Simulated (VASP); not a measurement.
A run of VASP 6.6.1:

POSCAR

```
BaHfO3
1.0
    3.9264807892      0.0000000000      0.0000000000
    0.0000000000      3.9264807892      0.0000000000
    0.0000000000      0.0000000000      4.3293837773
Ba Hf O
1 1 3
Direct
    0.5000000000      0.5000000000      0.5000000000
    0.0000000000      0.0000000000      0.0000000000
    0.0000000000      0.5000000000      0.0000000000
    0.5000000000      0.0000000000      0.0000000000
    0.0000000000      0.0000000000      0.5000000000
```

INCAR.step1

```
SYSTEM = BaHfO3
ALGO = Normal
EDIFF = 1E-4
ENCUT = 520
GGA = PE
ISMEAR = 0
LASPH = .True.
LCHARG = .False.
LREAL = .False.
LWAVE = .True.
NBANDS = 27
NELM = 100
PREC = Accurate
SIGMA = 0.02
```

INCAR.step2

```
SYSTEM = BaHfO3
ALGO = Normal
EDIFF = 1E-6
ENCUT = 520
ISIF = 2
ISMEAR = 0
ISTART = 1
LASPH = .True.
LCHARG = .False.
LMIXTAU = .True.
LREAL = .False.
LWAVE = .False.
METAGGA = R2SCAN
NBANDS = 27
NELM = 100
PREC = Accurate
SIGMA = 0.02
```

Contents of KPOINTS:

```
k-points
0
Gamma
  6 6 6
  0 0 0
```

Potentials or basis: VASP PAW PBE potentials, release 64 (Ba_sv, Hf_pv, O).

Run with:

```bash
$ cat potpaw_PBE.64/Ba_sv/POTCAR potpaw_PBE.64/Hf_pv/POTCAR potpaw_PBE.64/O/POTCAR > POTCAR
$ cp INCAR.step1 INCAR
$ mpirun -np 1 vasp_std > vasp.out
$ cp INCAR.step2 INCAR
$ mpirun -np 1 vasp_std > vasp.out
```

Hardware: 1 thread of Intel(R) Xeon(R) Platinum 8375C CPU @ 2.90GHz (Ice Lake), with other jobs on the host.

Estimate the wall time of this run.

Run time: 2.9 min on 1 thread of Intel(R) Xeon(R) Platinum 8375C CPU @ 2.90GHz (Ice Lake) (shared host), peak memory 0.23 GiB. Counts: k points 40.
